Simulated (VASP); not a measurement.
# Pt (R-3m) in VASP: notebook, part 2 of 2

VASP 6.6.1.

### Step 3. Single point, PBEsol (13.37 Å³/atom)

Input file INCAR:

```
SYSTEM = Pt
ALGO = Fast
EDIFF = 1E-6
ENCUT = 520
GGA = PS
ISIF = 2
ISMEAR = 0
LASPH = .True.
LCHARG = .False.
LREAL = .False.
LWAVE = .False.
NBANDS = 11
NELM = 80
PREC = Accurate
SIGMA = 0.15
```

Input file KPOINTS:

```
k-points
0
Gamma
  22 22 22
  0 0 0
```

Input file POSCAR:

```
Pt
1.0
   -2.0960665618      1.5508522060      1.5508522060
    1.5508522060     -2.0960665618      1.5508522060
    1.5508522060      1.5508522060     -2.0960665618
Pt
1
Direct
    0.0000000000      0.0000000000      0.0000000000
```

Potentials or basis: VASP PAW PBE potentials, release 64 (Pt).

The run is started by

```console
$ cat potpaw_PBE.64/Pt/POTCAR > POTCAR
$ mpirun -np 1 vasp_std > vasp.out
```

OUTCAR:

```text
SYSTEM = Pt
   EDIFF = 1E-6
   ENCUT = 520
   GGA = PS
   ISIF = 2
   ISMEAR = 0
   LASPH = .True.
   LREAL = .False.
   NELM = 80
   PREC = Accurate

 ion  position               nearest neighbor table
   1  0.000  0.000  0.000-

  LATTYP: Found a trigonal (rhomboedric) cell.
 ALAT       =     3.0337732547
 COS(alpha) =    -0.4450602107

  Lattice vectors:

 A1 = (  -2.0960665618,   1.5508522060,   1.5508522060)
 A2 = (   1.5508522060,  -2.0960665618,   1.5508522060)
 A3 = (   1.5508522060,   1.5508522060,  -2.0960665618)

Analysis of symmetry for initial positions (statically):
=====================================================================
 Subroutine PRICEL returns:
 Original cell was already a primitive cell.

 Routine SETGRP: Setting up the symmetry group for a
 trigonal (rhombohedral) supercell.

 Subroutine GETGRP returns: Found 12 space group operations
 (whereof 12 operations were pure point group operations)
 out of a pool of 12 trial point group operations.

The static configuration has the point symmetry D_3d.

Analysis of symmetry for dynamics (positions and initial velocities):
=====================================================================
 Subroutine PRICEL returns:
 Original cell was already a primitive cell.

 Routine SETGRP: Setting up the symmetry group for a
 trigonal (rhombohedral) supercell.

 Subroutine GETGRP returns: Found 12 space group operations
 (whereof 12 operations were pure point group operations)
 out of a pool of 12 trial point group operations.

The dynamic configuration has the point symmetry D_3d.

 Subroutine INISYM returns: Found 12 space group operations
 (whereof 12 operations are pure point group operations),
 and found     1 'primitive' translations

----------------------------------------------------------------------------------------

                                     Primitive cell

  volume of cell :      13.3750

  direct lattice vectors                    reciprocal lattice vectors
    -2.096066562  1.550852206  1.550852206     0.148661867  0.422865945  0.422865945
     1.550852206 -2.096066562  1.550852206     0.422865945  0.148661867  0.422865945
     1.550852206  1.550852206 -2.096066562     0.422865945  0.422865945  0.148661867

  length of vectors
     3.033773255  3.033773255  3.033773255     0.616223633  0.616223633  0.616223633

  position of ions in fractional coordinates (direct lattice)
     0.000000000  0.000000000  0.000000000

  ion indices of the primitive-cell ions
   primitive index   ion index
                 1           1

----------------------------------------------------------------------------------------

 KPOINTS: k-points

Automatic generation of k-mesh.
 Grid dimensions read from file:
 generate k-points for:   22   22   22

 Generating k-lattice:

  Cartesian coordinates                     Fractional coordinates (reciprocal lattice)
     0.006757358  0.019221179  0.019221179     0.045454545 -0.000000000  0.000000000
     0.019221179  0.006757358  0.019221179    -0.000000000  0.045454545  0.000000000
     0.019221179  0.019221179  0.006757358    -0.000000000 -0.000000000  0.045454545

  Length of vectors
     0.028010165  0.028010165  0.028010165

  Shift w.r.t. Gamma in fractional coordinates (k-lattice)
     0.000000000  0.000000000  0.000000000

 Subroutine IBZKPT returns following result:
 ===========================================

 Found   1024 irreducible k-points:

 Following reciprocal coordinates:
            Coordinates               Weight
  0.000000  0.000000  0.000000      1.000000
  0.045455  0.000000  0.000000      6.000000
  0.090909  0.000000  0.000000      6.000000
  0.136364  0.000000  0.000000      6.000000
  0.181818 -0.000000  0.000000      6.000000
  0.227273  0.000000  0.000000      6.000000
[... 16 lines left out ...]
  0.500000  0.045455  0.000000     12.000000
 -0.454545  0.045455 -0.000000     12.000000
 [... further k-points ...]
   k-points           NKPTS =   1024   k-points in BZ     NKDIM =   1024   number of bands    NBANDS=     11
   number of dos      NEDOS =    301   number of ions     NIONS =      1
   total plane-waves  NPLWV =  13824
   dimension x,y,z NGX =    24 NGY =   24 NGZ =   24
   dimension x,y,z NGXF=    48 NGYF=   48 NGZF=   48
   ions per type =               1
   NGX,Y,Z   is equivalent  to a cutoff of  13.15, 13.15, 13.15 a.u.
   NGXF,Y,Z  is equivalent  to a cutoff of  26.30, 26.30, 26.30 a.u.
 SYSTEM =  Pt
   PREC   = accura    normal or accurate (medium, high low for compatibility)
   ISTART =      0    job   : 0-new  1-cont  2-samecut
   ICHARG =      2    charge: 1-file 2-atom 10-const
   ISPIN  =      1    spin polarized calculation?
   LNONCOLLINEAR =      F non collinear calculations
   LSORBIT =      F    spin-orbit coupling
   LASPH  =      T    aspherical Exc in radial PAW
   ENCUT  =  520.0 eV  38.22 Ry    6.18 a.u.   5.64  5.64  5.64*2*pi/ulx,y,z
   NELM   =     80;   NELMIN=  2; NELMDL= -5     # of ELM steps
   EDIFF  = 0.1E-05   stopping-criterion for ELM
   LREAL  =      F    real-space projection
   EDIFFG = 0.1E-04   stopping-criterion for IOM
   NSW    =      0    number of steps for IOM
   IBRION =     -1    ionic relax: 0-MD 1-quasi-New 2-CG
   NFREE  =      0    steps in history (QN), initial steepest desc. (CG)
   ISIF   =      2    stress and relaxation
   ISYM   =      2    0-nonsym 1-usesym 2-fastsym
   POTIM  = 0.5000    time-step for ionic-motion
   TEBEG  =    0.0;   TEEND  =   0.0 temperature during run
   PSTRESS=    0.0 pullay stress
   NELECT =      10.0000    total number of electrons
   NUPDOWN=      -1.0000    fix difference up-down
   EMIN   =  10.00;   EMAX   =-10.00  energy-range for DOS
   EFERMI =   0.00;   METHOD = LEGACY
   ISMEAR =     0;   SIGMA  =   0.15  broadening in eV -4-tet -1-fermi 0-gaus
   EFERMI_NEDOS =   21; number of points for ismear=-14 and -15
   IALGO  =     68    algorithm
   IMIX   =      4    mixing-type and parameters
     AMIX     =   0.40;   BMIX     =  1.00
     AMIX_MAG =   1.60;   BMIX_MAG =  1.00
  volume/ion in A,a.u.               =      13.37        90.26
  Fermi-wavevector in a.u.,A,eV,Ry     =   1.485857  2.807862 30.038533  2.207770
  Thomas-Fermi vector in A             =   2.599216
   LORBIT       =      0    0 simple, 1 ext, 2 COOP (PROOUT), +10 PAW based schemes
   GGA     = PS    functional components
   LHFCALC =     F    Hartree Fock is set to
   AEXX    =    0.0000 exact exchange contribution
   IVDW    =     0    specifies the selected vdW correction
   LEPSILON=     F    determine dielectric tensor
   LRPA    =     F    only Hartree local field effects (RPA)
 non-spin polarized calculation
 RMM-DIIS sequential band-by-band and
 Gauss-broadening in eV      SIGMA  =   0.15
  energy-cutoff  :      520.00
  volume of cell :       13.37
 maximum number of plane-waves:       376
   NGX = 11   NGY = 11   NGZ = 11

 number of electron      10.0000000 magnetization

 Free energy of the ion-electron system (eV)
  ---------------------------------------------------
  ext. energy  EPLUGINS =         0.00000000
  ---------------------------------------------------
  free energy    TOTEN  =         3.87316194 eV

  energy without entropy =        3.87822801  energy(sigma->0) =        3.87569497

 E-fermi :  14.6335     XC(G=0): -13.9033

 val. band max:       14.6209492959   @ k =   0.5000   0.4091   0.0455
 cond. band min:      14.6336035734   @ k =  -0.4545   0.4545   0.1364
 fundamental gap:      0.0126542775
 Fermi energy:        14.6335051849

 k-point     1 :       0.0000    0.0000    0.0000
  band No.  band energies     occupation
      1      -1.1438      2.00000
      2       2.9370      2.00000
      3       7.0730      2.00000
      4       7.0730      2.00000
      5      18.8300      0.00000
      6      18.8300      0.00000
      7      24.2573      0.00000
      8      28.9758      0.00000
      9      28.9758      0.00000
     10      37.7581      0.00000
     11      37.7618      0.00000
[... 309 lines left out ...]
 k-point    24 :      -0.4545    0.0455   -0.0000
  band No.  band energies     occupation
      1       1.3768      2.00000
      2       2.0351      2.00000
      3      11.0933      2.00000
      4      11.3969      2.00000
      5      13.2650      2.00000
      6      19.9729      0.00000
      7      27.2611      0.00000
      8      30.7634      0.00000
      9      32.1065      0.00000
     10      37.0835      0.00000
     11      37.3007      0.00000

 [... further k-points ...]

------------------------ aborting loop because EDIFF is reached ----------------------------------------

  FORCE on cell =-STRESS in cart. coord.  units (eV):
  Direction    XX          YY          ZZ          XY          YZ          ZX
  --------------------------------------------------------------------------------------
  -------------------------------------------------------------------------------------
  Total       24.4845798     24.4845798     24.4845798     21.7471348     21.7471348     21.7471348
  in kB     2932.9823363   2932.9823363   2932.9823363   2605.0666385   2605.0666385   2605.0666385
  external PRESSURE =    2932.9823363 kB  Pullay stress =       0.0000000 kB

 VOLUME and BASIS-vectors are now :
 -----------------------------------------------------------------------------
  energy-cutoff  :      520.00
  volume of cell :       13.37
      direct lattice vectors                 reciprocal lattice vectors
    -2.096066562  1.550852206  1.550852206     0.148661867  0.422865945  0.422865945
     1.550852206 -2.096066562  1.550852206     0.422865945  0.148661867  0.422865945
     1.550852206  1.550852206 -2.096066562     0.422865945  0.422865945  0.148661867

 POSITION                                       TOTAL-FORCE (eV/Angst)
 -----------------------------------------------------------------------------------
      0.00000      0.00000      0.00000         0.000000      0.000000      0.000000
 -----------------------------------------------------------------------------------
    total drift:                               -0.000000     -0.000000     -0.000000

  FREE ENERGIE OF THE ION-ELECTRON SYSTEM (eV)
  ---------------------------------------------------
  free  energy   TOTEN  =         3.8731619399 eV

  energy  without entropy=        3.8782280091  energy(sigma->0) =        3.87569497
```

stdout:

```text
POSCAR found type information on POSCAR Pt
 POSCAR found :  1 types and       1 ions
 scaLAPACK will be used
 -----------------------------------------------------------------------------
|                                                                             |
|                                                                             |
|     You enforced a specific xc type in the INCAR file but a different       |
|     I HOPE YOU KNOW WHAT YOU ARE DOING!                                     |
|                                                                             |
 -----------------------------------------------------------------------------

 LDA part: xc-table for (Slater+PW92), standard interpolation
 POSCAR, INCAR and KPOINTS ok, starting setup
 FFT: planning ... GRIDC
 FFT: planning ... GRID_SOFT
 FFT: planning ... GRID
 WAVECAR not read
 entering main loop
```

Run time: 4 min. Hardware: 1 thread of Intel Xeon 8259CL, shared host; peak memory 0.28 GiB.

Results:

* Free energy: 3.8732 eV
* Pressure: 293.3 GPa
* Band gap on the k mesh: zero (bands 5 and 6 overlap by 9.15 eV)

Stress tensor (GPa, compression positive):
```
293.30 260.51 260.51
260.51 293.30 260.51
260.51 260.51 293.30
```

Levels at points of the mesh, in eV from the Fermi level:
```tsv
k point	band 1	band 2	band 3	band 4	band 5	band 6	band 7	band 8	band 9	band 10
(0.00, 0.00, 0.00)	-15.78	-11.70	-7.56	-7.56	4.20	4.20	9.62	14.34	14.34	23.12
(0.50, 0.00, 0.00)	-14.04	-13.42	-2.74	-2.25	-0.22	4.61	12.04	17.37	17.67	22.76
(0.50, 0.50, 0.00)	-15.74	-9.90	-4.68	-3.70	-0.66	4.24	4.38	7.36	17.53	21.55
(0.50, 0.50, 0.50)	-14.16	-14.16	-1.84	-1.84	2.10	9.23	9.23	13.07	17.57	17.57
```

Caveat: atoms lie so close that the PAW spheres overlap strongly, which falsifies energies and pressures; the cell stands under pressure; the PAW data sets were made with another functional, which shifts forces and pressure a little; spin-orbit coupling is left out, which moves the levels of the heavy elements.

### Step 4. Single point, PBEsol (13.38 Å³/atom)

INCAR: that of step 3 with these lines changed.

```diff
@@ -12,3 +12,3 @@
 NBANDS = 11
-NELM = 80
+NELM = 60
 PREC = Accurate
```

KPOINTS is that of step 3.

Input file POSCAR:

```
Pt
1.0
   -0.8938895088      1.5587065460      1.5587065460
    1.5587065460     -0.8938895088      1.5587065460
    1.5587065460      1.5587065460     -0.8938895088
Pt
1
Direct
    0.0000000000      0.0000000000      0.0000000000
```

Potentials or basis: VASP PAW PBE potentials, release 64 (Pt).

The run is started by

```console
$ cat potpaw_PBE.64/Pt/POTCAR > POTCAR
$ mpirun -np 1 vasp_std > vasp.out
```

OUTCAR:

```text
SYSTEM = Pt
   EDIFF = 1E-6
   ENCUT = 520
   GGA = PS
   ISIF = 2
   ISMEAR = 0
   LASPH = .True.
   LREAL = .False.
   NELM = 60
   PREC = Accurate

 ion  position               nearest neighbor table
   1  0.000  0.000  0.000-

  LATTYP: Found a trigonal (rhomboedric) cell.
 ALAT       =     2.3786909524
 COS(alpha) =    -0.0631046293

  Lattice vectors:

 A1 = (  -0.8938895088,   1.5587065460,   1.5587065460)
[... 517 lines left out ...]
     10      35.9793      0.00000
     11      38.8249      0.00000

 [... further k-points ...]

------------------------ aborting loop because EDIFF is reached ----------------------------------------

  FORCE on cell =-STRESS in cart. coord.  units (eV):
  Direction    XX          YY          ZZ          XY          YZ          ZX
  --------------------------------------------------------------------------------------
  -------------------------------------------------------------------------------------
  Total        8.9688444      8.9688444      8.9688444     -0.2387266     -0.2387266     -0.2387266
  in kB     1074.3685321   1074.3685321   1074.3685321    -28.5968075    -28.5968075    -28.5968075
  external PRESSURE =    1074.3685321 kB  Pullay stress =       0.0000000 kB

 VOLUME and BASIS-vectors are now :
 -----------------------------------------------------------------------------
  energy-cutoff  :      520.00
  volume of cell :       13.38
      direct lattice vectors                 reciprocal lattice vectors
    -0.893889509  1.558706546  1.558706546    -0.121908609  0.285822619  0.285822619
     1.558706546 -0.893889509  1.558706546     0.285822619 -0.121908609  0.285822619
     1.558706546  1.558706546 -0.893889509     0.285822619  0.285822619 -0.121908609

 POSITION                                       TOTAL-FORCE (eV/Angst)
 -----------------------------------------------------------------------------------
      0.00000      0.00000      0.00000        -0.000000      0.000000     -0.000000
 -----------------------------------------------------------------------------------
    total drift:                                0.000000      0.000000      0.000000

  FREE ENERGIE OF THE ION-ELECTRON SYSTEM (eV)
  ---------------------------------------------------
  free  energy   TOTEN  =        -5.4225449859 eV

  energy  without entropy=       -5.4127610007  energy(sigma->0) =       -5.41765299
```

Wall time 2.1 min (1 thread of Intel Xeon 8259CL, shared host); peak memory 0.25 GiB.

Results:

| Property | Result |
| --- | --- |
| Free energy | -5.4225 eV |
| Pressure | 107.4 GPa |
| Band gap on the k mesh | zero (bands 5 and 6 overlap by 5.06 eV) |

Stress tensor (GPa, compression positive):
```
107.44  -2.86  -2.86
 -2.86 107.44  -2.86
 -2.86  -2.86 107.44
```

Levels at points of the mesh, in eV from the Fermi level:
| k point | band 1 | band 2 | band 3 | band 4 | band 5 | band 6 | band 7 | band 8 | band 9 | band 10 |
| --- | --- | --- | --- | --- | --- | --- | --- | --- | --- | --- |
| (0.00, 0.00, 0.00) | -11.58 | -8.57 | -8.57 | 0.40 | 0.64 | 0.64 | 16.15 | 16.15 | 18.01 | 24.53 |
| (0.50, 0.00, 0.00) | -8.36 | -7.74 | -2.88 | -2.71 | -1.98 | 0.92 | 6.74 | 16.13 | 20.77 | 22.60 |
| (0.50, 0.50, 0.00) | -9.21 | -6.92 | -2.38 | -1.97 | 3.22 | 3.71 | 5.50 | 13.38 | 16.22 | 22.17 |
| (0.50, 0.50, 0.50) | -7.96 | -7.96 | -6.94 | 3.44 | 3.44 | 8.25 | 11.39 | 11.39 | 14.54 | 22.14 |

Caveat: the cell stands under pressure; the PAW data sets were made with another functional, which shifts forces and pressure a little; spin-orbit coupling is left out, which moves the levels of the heavy elements.

### Step 5. Summary

```csv
cell,gap on the mesh (eV),pressure (GPa)
"a = 2.417 Å, angles 100.1°, 1 atom",none,92.7
"a = 3.034 Å, angles 116.4°, 1 atom",none,293.3
"a = 2.379 Å, angles 93.6°, 1 atom",none,107.4
```

Alike in all rows: task single point; level PBEsol; potentials or basis VASP PAW PBE potentials, release 64 (Pt); no spin polarisation; k mesh 22 × 22 × 22; cutoff (eV) 520; smearing gaussian 0.15 eV.

Caveats: the cell stands under pressure; the PAW data sets were made with another functional, which shifts forces and pressure a little; spin-orbit coupling is left out, which moves the levels of the heavy elements; atoms lie so close that the PAW spheres overlap strongly, which falsifies energies and pressures (at least some runs).

Total energies depend on the potentials used, so only differences within one code and one set of settings carry meaning.
